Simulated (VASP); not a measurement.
Input of a VASP 6.6.1 run:

The input INCAR:

```
SYSTEM = Al
  PREC = Accurate
  ENCUT = 520
  EDIFF = 1E-6
  ISMEAR = -1
  SIGMA = 0.1
  LREAL = .FALSE.
  LASPH = .TRUE.
  NELM = 80
  ALGO = Normal
  ISIF = 2
  LWAVE = .FALSE.
  LCHARG = .FALSE.
  GGA = PS
  NBANDS = 8
```

File KPOINTS:

```
regular mesh
0
G
  16 16 16
  0 0 0
```

File POSCAR:

```
Al
1.0
    0.0000000000      1.6930628490      1.6930628490
    1.6930628490      0.0000000000      1.6930628490
    1.6930628490      1.6930628490      0.0000000000
Al
1
Direct
    0.0000000000      0.0000000000      0.0000000000
```

Potentials or basis: VASP PAW PBE potentials, release 64 (Al).

Launch:

```bash
$ cat potpaw_PBE.64/Al/POTCAR > POTCAR
$ mpirun -np 1 vasp_std > vasp.out
```

Question: Estimate the pressure.

Answer: 125.4 GPa.

Caveat: the PAW data sets were made with another functional, which shifts forces and pressure a little.
